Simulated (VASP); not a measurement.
# Os (Cmce) in VASP: a series of runs, part 2 of 2

VASP 6.6.1. The steps go on from the part before.

## 4. Single point, PBEsol

This run uses another cell than the first one, of 14.88 Å³/atom.

INCAR reads:

```
PREC = Accurate
ENCUT = 520
EDIFF = 1E-6
ISMEAR = 0
SIGMA = 0.1
LREAL = F
LASPH = T
NELM = 100
ALGO = Normal
ISIF = 2
LWAVE = F
LCHARG = F
GGA = PS
NBANDS = 24
```

KPOINTS reads:

```
Automatic mesh
0
Gamma
  6 6 4
```

POSCAR reads:

```
Os
1.0
    2.0622585485     -3.4951457981      0.0000000000
    2.0622585485      3.4951457981      0.0000000000
    0.0000000000      0.0000000000      4.1300034079
Os
4
Direct
    0.1525000000      0.8475000000      0.0785000000
    0.6525000000      0.3475000000      0.4215000000
    0.8475000000      0.1525000000      0.9215000000
    0.3475000000      0.6525000000      0.5785000000
```

Potentials or basis: VASP PAW PBE potentials, release 64 (Os).

Command:

```sh
> cat potpaw_PBE.64/Os/POTCAR > POTCAR
> mpirun -np 1 vasp_std > vasp.out
```

OUTCAR:

```text
PREC = Accurate
   ENCUT = 520
   EDIFF = 1E-6
   ISMEAR = 0
   LREAL = F
   LASPH = T
   NELM = 100
   ISIF = 2
   GGA = PS

 ion  position               nearest neighbor table
   1  0.153  0.847  0.078-   3 2.23   4 2.47   4 2.47   2 2.50   2 2.50   3 2.56   3 2.56
   2  0.653  0.347  0.422-   4 2.23   3 2.47   3 2.47   1 2.50   1 2.50   4 2.56   4 2.56
   3  0.847  0.153  0.922-   1 2.23   2 2.47   2 2.47   4 2.50   4 2.50   1 2.56   1 2.56
   4  0.347  0.653  0.578-   2 2.23   1 2.47   1 2.47   3 2.50   3 2.50   2 2.56   2 2.56

  LATTYP: Found a base centered orthorhombic cell.
 ALAT       =     4.1245170970
 B/A-ratio  =     1.6948145521
 C/A-ratio  =     1.0013301705

  Lattice vectors:

 A1 = (   2.0622585485,  -3.4951457981,   0.0000000000)
 A2 = (   2.0622585485,   3.4951457981,   0.0000000000)
 A3 = (   0.0000000000,   0.0000000000,   4.1300034079)

Analysis of symmetry for initial positions (statically):
=====================================================================
 Subroutine PRICEL returns:
 Original cell was already a primitive cell.

 Routine SETGRP: Setting up the symmetry group for a
 base centered orthorhombic supercell.

 Subroutine GETGRP returns: Found  8 space group operations
 (whereof  4 operations were pure point group operations)
 out of a pool of  8 trial point group operations.

The static configuration has the point symmetry C_2h.
 The point group associated with its full space group is D_2h.

Analysis of symmetry for dynamics (positions and initial velocities):
=====================================================================
 Subroutine PRICEL returns:
 Original cell was already a primitive cell.

 Routine SETGRP: Setting up the symmetry group for a
 base centered orthorhombic supercell.

 Subroutine GETGRP returns: Found  8 space group operations
 (whereof  4 operations were pure point group operations)
 out of a pool of  8 trial point group operations.

The dynamic configuration has the point symmetry C_2h.
 The point group associated with its full space group is D_2h.

 Subroutine INISYM returns: Found  8 space group operations
 (whereof  4 operations are pure point group operations),
 and found     1 'primitive' translations

----------------------------------------------------------------------------------------

                                     Primitive cell

  volume of cell :      59.5373

  direct lattice vectors                    reciprocal lattice vectors
     2.062258549 -3.495145798  0.000000000     0.242452626 -0.143055549  0.000000000
     2.062258549  3.495145798  0.000000000     0.242452626  0.143055549  0.000000000
     0.000000000  0.000000000  4.130003408     0.000000000  0.000000000  0.242130551

  length of vectors
     4.058195963  4.058195963  4.130003408     0.281510507  0.281510507  0.242130551

  position of ions in fractional coordinates (direct lattice)
     0.152500000  0.847500000  0.078500000
     0.652500000  0.347500000  0.421500000
     0.847500000  0.152500000  0.921500000
     0.347500000  0.652500000  0.578500000

  ion indices of the primitive-cell ions
   primitive index   ion index
                 1           1
                 2           2
                 3           3
[... 24 lines left out ...]
 ===========================================

 Found     39 irreducible k-points:

 Following reciprocal coordinates:
            Coordinates               Weight
  0.000000  0.000000  0.000000      1.000000
  0.166667 -0.000000  0.000000      4.000000
  0.333333 -0.000000  0.000000      4.000000
  0.500000 -0.000000  0.000000      2.000000
  0.166667  0.166667  0.000000      2.000000
  0.333333  0.166667  0.000000      4.000000
[... 16 lines left out ...]
  0.333333  0.333333  0.250000      4.000000
  0.500000  0.333333  0.250000      8.000000
 [... further k-points ...]
   k-points           NKPTS =     39   k-points in BZ     NKDIM =     39   number of bands    NBANDS=     24
   number of dos      NEDOS =    301   number of ions     NIONS =      4
   total plane-waves  NPLWV =  28800
   dimension x,y,z NGX =    30 NGY =   30 NGZ =   32
   dimension x,y,z NGXF=    60 NGYF=   60 NGZF=   64
   ions per type =               4
   NGX,Y,Z   is equivalent  to a cutoff of  12.29, 12.29, 12.88 a.u.
   NGXF,Y,Z  is equivalent  to a cutoff of  24.58, 24.58, 25.76 a.u.
 SYSTEM =  unknown system
   PREC   = accura    normal or accurate (medium, high low for compatibility)
   ISTART =      0    job   : 0-new  1-cont  2-samecut
   ICHARG =      2    charge: 1-file 2-atom 10-const
   ISPIN  =      1    spin polarized calculation?
   LNONCOLLINEAR =      F non collinear calculations
   LSORBIT =      F    spin-orbit coupling
   LASPH  =      T    aspherical Exc in radial PAW
   ENCUT  =  520.0 eV  38.22 Ry    6.18 a.u.   7.55  7.55  7.68*2*pi/ulx,y,z
   NELM   =    100;   NELMIN=  2; NELMDL= -5     # of ELM steps
   EDIFF  = 0.1E-05   stopping-criterion for ELM
   LREAL  =      F    real-space projection
   EDIFFG = 0.1E-04   stopping-criterion for IOM
   NSW    =      0    number of steps for IOM
   IBRION =     -1    ionic relax: 0-MD 1-quasi-New 2-CG
   NFREE  =      0    steps in history (QN), initial steepest desc. (CG)
   ISIF   =      2    stress and relaxation
   ISYM   =      2    0-nonsym 1-usesym 2-fastsym
   POTIM  = 0.5000    time-step for ionic-motion
   TEBEG  =    0.0;   TEEND  =   0.0 temperature during run
   PSTRESS=    0.0 pullay stress
   NELECT =      32.0000    total number of electrons
   NUPDOWN=      -1.0000    fix difference up-down
   EMIN   =  10.00;   EMAX   =-10.00  energy-range for DOS
   EFERMI =   0.00;   METHOD = LEGACY
   ISMEAR =     0;   SIGMA  =   0.10  broadening in eV -4-tet -1-fermi 0-gaus
   EFERMI_NEDOS =   21; number of points for ismear=-14 and -15
   IALGO  =     38    algorithm
   IMIX   =      4    mixing-type and parameters
     AMIX     =   0.40;   BMIX     =  1.00
     AMIX_MAG =   1.60;   BMIX_MAG =  1.00
  volume/ion in A,a.u.               =      14.88       100.44
  Fermi-wavevector in a.u.,A,eV,Ry     =   1.331053  2.515325 24.105456  1.771701
  Thomas-Fermi vector in A             =   2.460093
   LORBIT       =      0    0 simple, 1 ext, 2 COOP (PROOUT), +10 PAW based schemes
   GGA     = PS    functional components
   LHFCALC =     F    Hartree Fock is set to
   AEXX    =    0.0000 exact exchange contribution
   IVDW    =     0    specifies the selected vdW correction
   LEPSILON=     F    determine dielectric tensor
   LRPA    =     F    only Hartree local field effects (RPA)
 non-spin polarized calculation
 Gauss-broadening in eV      SIGMA  =   0.10
  energy-cutoff  :      520.00
  volume of cell :       59.54
 maximum number of plane-waves:      1625
   NGX = 15   NGY = 15   NGZ = 15

 number of electron      32.0000002 magnetization

 Free energy of the ion-electron system (eV)
  ---------------------------------------------------
  ext. energy  EPLUGINS =         0.00000000
  ---------------------------------------------------
  free energy    TOTEN  =       -43.66225615 eV

  energy without entropy =      -43.64342211  energy(sigma->0) =      -43.65283913

 E-fermi :   8.5130     XC(G=0): -13.5432

 val. band max:        8.4595323373   @ k =   0.1667  -0.0000   0.2500
 cond. band min:       8.5358540477   @ k =   0.5000   0.1667   0.5000
 fundamental gap:      0.0763217104
 Fermi energy:         8.5130385735

 k-point     1 :       0.0000    0.0000    0.0000
  band No.  band energies     occupation
      1      -1.8447      2.00000
      2       1.6644      2.00000
      3       1.7380      2.00000
      4       2.1474      2.00000
      5       3.1311      2.00000
      6       3.1355      2.00000
[... 637 lines left out ...]
     23      13.2005      0.00000
     24      13.9961      0.00000

 [... further k-points ...]

------------------------ aborting loop because EDIFF is reached ----------------------------------------

  FORCE on cell =-STRESS in cart. coord.  units (eV):
  Direction    XX          YY          ZZ          XY          YZ          ZX
  --------------------------------------------------------------------------------------
  -------------------------------------------------------------------------------------
  Total       17.0333723     21.8707678     19.0209135      0.0000000      0.0000000      0.0000000
  in kB      458.3765659    588.5532984    511.8622929      0.0000000      0.0000000      0.0000000
  external PRESSURE =     519.5973857 kB  Pullay stress =       0.0000000 kB

 VOLUME and BASIS-vectors are now :
 -----------------------------------------------------------------------------
  energy-cutoff  :      520.00
  volume of cell :       59.54
      direct lattice vectors                 reciprocal lattice vectors
     2.062258549 -3.495145798  0.000000000     0.242452626 -0.143055549  0.000000000
     2.062258549  3.495145798  0.000000000     0.242452626  0.143055549  0.000000000
     0.000000000  0.000000000  4.130003408     0.000000000  0.000000000  0.242130551

 POSITION                                       TOTAL-FORCE (eV/Angst)
 -----------------------------------------------------------------------------------
      2.06226      2.42913      0.32421         0.000000     -0.129157     -0.584712
      2.06226     -1.06602      1.74080         0.000000     -0.129157      0.584712
      2.06226     -2.42913      3.80580         0.000000      0.129157      0.584712
      2.06226      1.06602      2.38921         0.000000      0.129157     -0.584712
 -----------------------------------------------------------------------------------
    total drift:                               -0.000000     -0.000000     -0.000000

  FREE ENERGIE OF THE ION-ELECTRON SYSTEM (eV)
  ---------------------------------------------------
  free  energy   TOTEN  =       -43.6622561533 eV

  energy  without entropy=      -43.6434221102  energy(sigma->0) =      -43.65283913
```

OSZICAR:

```text
N       E                     dE             d eps       ncg     rms          rms(c)
DAV:   1     0.239745619529E+03    0.23975E+03   -0.14768E+04  1872   0.128E+03
DAV:   2    -0.294622840666E+02   -0.26921E+03   -0.24421E+03  2024   0.438E+02
DAV:   3    -0.451746129658E+02   -0.15712E+02   -0.14527E+02  2384   0.880E+01
DAV:   4    -0.455575508885E+02   -0.38294E+00   -0.37897E+00  1984   0.152E+01
DAV:   5    -0.455647738830E+02   -0.72230E-02   -0.72152E-02  2392   0.161E+00    0.349E+01
DAV:   6    -0.441880506272E+02    0.13767E+01   -0.11596E+00  2136   0.654E+00    0.184E+01
DAV:   7    -0.436775831274E+02    0.51047E+00   -0.99309E-01  2272   0.597E+00    0.137E+00
DAV:   8    -0.436621015530E+02    0.15482E-01   -0.57040E-02  1888   0.166E+00    0.277E-01
DAV:   9    -0.436622935763E+02   -0.19202E-03   -0.83064E-04  2480   0.219E-01    0.614E-02
DAV:  10    -0.436622575255E+02    0.36051E-04   -0.57643E-05  1976   0.542E-02    0.101E-02
DAV:  11    -0.436622561217E+02    0.14038E-05   -0.40926E-06  2304   0.122E-02    0.347E-03
DAV:  12    -0.436622561533E+02   -0.31645E-07   -0.21903E-07  1064   0.378E-03
   1 F= -.43662256E+02 E0= -.43652839E+02  d E =-.188340E-01
```

stdout:

```text
POSCAR found type information on POSCAR Os
 POSCAR found :  1 types and       4 ions
 scaLAPACK will be used
 -----------------------------------------------------------------------------
|                                                                             |
|                                                                             |
|     You enforced a specific xc type in the INCAR file but a different       |
|     I HOPE YOU KNOW WHAT YOU ARE DOING!                                     |
|                                                                             |
 -----------------------------------------------------------------------------

 LDA part: xc-table for (Slater+PW92), standard interpolation
 POSCAR, INCAR and KPOINTS ok, starting setup
 FFT: planning ... GRIDC
 FFT: planning ... GRID_SOFT
 FFT: planning ... GRID
 WAVECAR not read
 entering main loop
```

It took 34 s on 1 thread of Intel Xeon 6975P-C (Granite Rapids), shared host; peak memory 0.19 GiB.

Results:

| Quantity | Value |
| --- | --- |
| Free energy | -43.6623 eV |
| Pressure | 52.0 GPa |
| Largest force | 0.599 eV/Å |
| Band gap on the k mesh | zero (bands 16 and 17 overlap by 0.75 eV) |

Forces on the atoms (eV/Å):
```
Os   0.000 -0.129 -0.585
Os   0.000 -0.129  0.585
Os   0.000  0.129  0.585
Os   0.000  0.129 -0.585
```

Caveat: the k points lie up to 0.38 Å⁻¹ apart, too coarse for converged energies and pressures of a metal; the PAW data sets were made with another functional, which shifts forces and pressure a little; spin-orbit coupling is left out, which moves the levels of the heavy elements.

## 5. Relaxation of cell and atoms, PBEsol

This run uses another cell than the first one, of 14.88 Å³/atom.

INCAR reads:

```
  PREC = Accurate
  ENCUT = 600
  EDIFF = 1E-6
  ISMEAR = 0
  SIGMA = 0.1
  LREAL = F
  LASPH = T
  NELM = 60
  ALGO = Normal
  ISIF = 3
  LWAVE = F
  LCHARG = F
  GGA = PS
  IBRION = 2
  NSW = 90
  EDIFFG = -0.04
```

KPOINTS is that of step 4.

POSCAR is that of step 4.

Command:

```sh
> cat potpaw_PBE.64/Os/POTCAR > POTCAR
> mpirun -np 1 vasp_std > vasp.out
```

It took 9.1 min on 1 thread of Intel Xeon 6975P-C (Granite Rapids), shared host; peak memory 0.22 GiB.

The run converged. Its results:

```yaml
Free_energy: -46.7165 eV
Relaxed_volume: 15.70 Å³/atom
Relaxed_cell: a = 4.564 Å, b = 4.564 Å, c = 3.892 Å, α = 90.00°, β = 90.00°, γ = 129.24°
Space_group_after_relaxing_to_0.1_Å: I4/mmm (No. 139)
Pressure_after_relaxing: 0.1 GPa
Largest_force_after_relaxing: 0.031 eV/Å
Band_gap_on_the_k_mesh: zero (bands 16 and 17 overlap by 3.33 eV)
```

Forces in eV/Å, atoms in the order of the input:
```
Os   0.000  0.000  0.031
Os   0.000  0.000 -0.031
Os   0.000  0.000 -0.031
Os   0.000  0.000  0.031
```

Stress tensor (GPa, compression positive):
```
0.04 0.00 0.00
0.00 0.09 0.00
0.00 0.00 0.22
```

Final structure:
```
Os
1.0
     1.95617   -4.12359    0.00000
     1.95617    4.12359    0.00000
     0.00000    0.00000    3.89200
Os
4
Direct
  0.15024 0.84976 0.99958
  0.65024 0.34976 0.50042
  0.84976 0.15024 0.00042
  0.34976 0.65024 0.49958
```

Levels at points of the mesh, in eV from the Fermi level:
```
           k point  band 12  band 13  band 14  band 15  band 16  band 17  band 18  band 19  band 20
(0.00, 0.00, 0.00)    -1.53    -1.47    -0.26     0.22     0.26     2.02     2.45     2.67     2.77
(0.50, 0.00, 0.00)    -2.97    -1.27    -1.27    -1.08    -1.08    -0.24    -0.24     1.93     1.93
(0.50, 0.50, 0.00)    -2.45    -1.58    -0.05     1.97     2.16     2.81     2.82     2.86     2.98
(0.00, 0.00, 0.50)    -2.15    -1.96    -1.96    -1.29    -1.29    -1.18    -1.18     0.90     0.90
(0.50, 0.00, 0.50)    -2.66    -1.69    -1.69    -0.50    -0.50     1.25     1.25     2.48     2.48
(0.50, 0.50, 0.50)    -3.18    -1.73    -1.73    -0.93    -0.93     0.94     0.94     2.18     2.18
```

Caveat: the k points lie up to 0.40 Å⁻¹ apart in the final cell, too coarse for converged energies and pressures of a metal; the PAW data sets were made with another functional, which shifts forces and pressure a little; spin-orbit coupling is left out, which moves the levels of the heavy elements.

## 6. Overview

```tsv
task	potentials or basis	cell	cutoff (eV)	gap on the mesh (eV)	pressure (GPa)	largest force (eV/Å)
single point	VASP PAW PBE potentials, release 64 (Os_sv_GW)	a = 3.060, b = 3.060, c = 6.882 Å, angles 90.0, 90.0, 66.9°, 4 atoms, atomic positions A	500	none	84.4	20.40
single point	VASP PAW PBE potentials, release 64 (Os_sv_GW)	a = 4.929, b = 4.929, c = 4.627 Å, angles 90.0, 90.0, 147.9°, 4 atoms, atomic positions B	500	none	-2.4	0.03
single point	VASP PAW PBE potentials, release 64 (Os)	a = 4.058, b = 4.058, c = 4.130 Å, angles 90.0, 90.0, 118.9°, 4 atoms, atomic positions C	520	none	52.0	0.60
relaxation of cell and atoms	VASP PAW PBE potentials, release 64 (Os)	relaxed from a = 4.058, b = 4.058, c = 4.130 Å, angles 90.0, 90.0, 118.9°, 4 atoms, atomic positions C	600	none	0.1	0.03
```

Alike in all rows: level PBEsol; no spin polarisation; k mesh 6 × 6 × 4; smearing gaussian 0.1 eV.

Caveats: all runs use coarse meshes; the PAW data sets were made with another functional, which shifts forces and pressure a little; spin-orbit coupling is left out, which moves the levels of the heavy elements; atoms lie so close that the PAW spheres overlap strongly, which falsifies energies and pressures (at least some runs).

Total energies depend on the potentials used, so only differences within one code and one set of settings carry meaning.
